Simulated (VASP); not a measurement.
Write the native input for VASP 6.6.1 that does the following.

* Task: single point
* Functional: LDA
* Potentials or basis: VASP PAW LDA potentials, release 64 (Cd, S)
* Cutoff: 520 eV
* k mesh: 7 × 7 × 4
* Occupations: fermi-dirac, width 0.05 eV
* Spin: no spin polarisation
* Dipole correction: no
* Further INCAR settings: ALGO = Normal; EDIFF = 1e-07; NBANDS = 22

The structure of Cd2S lies in POSCAR:

```
Cd2S
1.0
    3.9626700490      0.0000000000      0.0000000000
   -1.9813350245      3.4317729293      0.0000000000
    0.0000000000      0.0000000000      5.8091920000
Cd S
2 1
Direct
    0.3333333333      0.6666666667      0.9327170000
    0.6666666667      0.3333333333      0.5787350000
    0.3333333333      0.6666666667      0.3657050000
```

The input as run:

INCAR

```
SYSTEM = Cd2S
PREC = Accurate ; ENCUT = 520
EDIFF = 1E-7 ; ISMEAR = -1
SIGMA = 0.05 ; LREAL = .False.
LASPH = .True. ; NELM = 80
ALGO = Normal ; ISIF = 2
LWAVE = .False. ; LCHARG = .False.
GGA = CA ; NBANDS = 22
```

KPOINTS

```
regular mesh
0
Gamma
  7 7 4
  0 0 0
```

Potentials or basis: VASP PAW LDA potentials, release 64 (Cd, S).

Launch:

```bash
$ cat potpaw_LDA.64/Cd/POTCAR potpaw_LDA.64/S/POTCAR > POTCAR
$ mpirun -np 1 vasp_std > vasp.out
```

Results of the run:

```json
{
 "Pressure": "-4.7 GPa",
 "Largest force": "0.136 eV/Å",
 "Band gap on the k mesh": "0.46 eV (least direct gap 0.81 eV)"
}
```

Caveat: the cell stands under tension; semilocal functionals underestimate gaps, and a narrow one can read as zero.

Run time: 30 s on 1 thread of AMD EPYC 9R45 96-Core Processor (Zen 5) (shared host), peak memory 0.16 GiB.
